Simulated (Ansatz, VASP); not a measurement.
## CsBa in VASP and in Ansatz

INCAR

```
ALGO = Normal
EDIFF = 1E-6
ENCUT = 520
GGA = PE
ISIF = 2
ISMEAR = 0
LASPH = T
LCHARG = F
LREAL = F
LWAVE = F
NBANDS = 27
NELM = 80
PREC = Accurate
SIGMA = 0.1
```

KPOINTS

```
k-points
0
Gamma
  4 4 4
```

File POSCAR:

```
CsBa
1.0
    5.1559610835      0.0000000000      0.0000000000
    0.0000000000      5.1559610835      0.0000000000
    0.0000000000      0.0000000000      6.5150051735
Cs Ba
2 2
Direct
    0.0000000000      0.5000000000      0.2351000000
    0.5000000000      0.0000000000      0.7649000000
    0.0000000000      0.0000000000      0.0000000000
    0.5000000000      0.5000000000      0.0000000000
```

Input for Ansatz:

```yaml
crystal:
  lattice:
    - [5.1559610835, 0.0, 0.0]
    - [0.0, 5.1559610835, 0.0]
    - [0.0, 0.0, 6.5150051735]
  atoms:
    - { symbol: Cs, position: [0.0, 0.5, 0.2351] }
    - { symbol: Cs, position: [0.5, 0.0, 0.7649] }
    - { symbol: Ba, position: [0.0, 0.0, 0.0] }
    - { symbol: Ba, position: [0.5, 0.5, 0.0] }
basis:
  ecutwfc: 420
kpoints:
  mp_grid: { grid: [4, 4, 4] }
hamiltonian:
  xc: pbe
scf:
  occupations: { method: gaussian, width: 0.1 }
  lower_state_search: "off"
output:
  forces: true
  stress: true
  eigenvalues: true
```

Alike in both runs: task single point; functional PBE; k mesh 4 × 4 × 4; occupations gaussian, width 0.1 eV; no spin polarisation.

```csv
,VASP,Ansatz
version,VASP 6.6.1,Ansatz 0.2.0
potentials or method,"VASP PAW PBE potentials, release 64 (Cs_sv, Ba_sv), cutoff 520 eV","scalar-relativistic, plane waves, PAW"
valence electrons in the cell,38,38
```

Ansatz gave:

- gap on the k mesh at the Fermi level (eV): none
- pressure (GPa): 12.4
- traceless stress, the component that is largest in VASP (GPa): -4.35
- rms of the force components (eV/Å): 1.397

Q: Which values does VASP return?

A: gap on the k mesh at the Fermi level (eV): none; pressure (GPa): 13.5; traceless stress, the component that is largest in VASP (GPa): -4.77; rms of the force components (eV/Å): 1.506.

Atom by atom the forces differ by 0.109 eV/Å (rms over components). A gap of «none» marks a metal or a gap that the smearing closes.

Neither program's run includes spin-orbit coupling.
